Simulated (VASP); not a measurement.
A run of VASP 6.6.1 is set up as follows.

Contents of INCAR:

```
SYSTEM = Ge
PREC = Accurate
ENCUT = 520
EDIFF = 1E-6
ISMEAR = -1
SIGMA = 0.08
LREAL = .FALSE.
LASPH = .TRUE.
NELM = 100
ALGO = Normal
ISIF = 2
LWAVE = .FALSE.
LCHARG = .FALSE.
GGA = PE
NBANDS = 21
```

KPOINTS

```
Automatic mesh
0
G
  11 11 11
  0 0 0
```

File POSCAR:

```
Ge
1.0
    0.0000000000      2.8021716332      2.8021716332
    2.8021716332      0.0000000000      2.8021716332
    2.8021716332      2.8021716332      0.0000000000
Ge
2
Direct
   -0.1250000000     -0.1250000000     -0.1250000000
    0.1250000000      0.1250000000      0.1250000000
```

Potentials or basis: VASP PAW PBE potentials, release 64 (Ge_d).

Run with:

```bash
$ cat potpaw_PBE.64/Ge_d/POTCAR > POTCAR
$ mpirun -np 1 vasp_std > vasp.out
```

Problem. What does it give for the pressure?

Solution. 5.9 GPa.

Problem. What does it give for the band gap on the k mesh?

Solution. 0.29 eV (least direct gap 0.30 eV).

Caveat: the cell stands under pressure; an odd mesh through Γ misses points on the zone boundary, where band edges can lie.
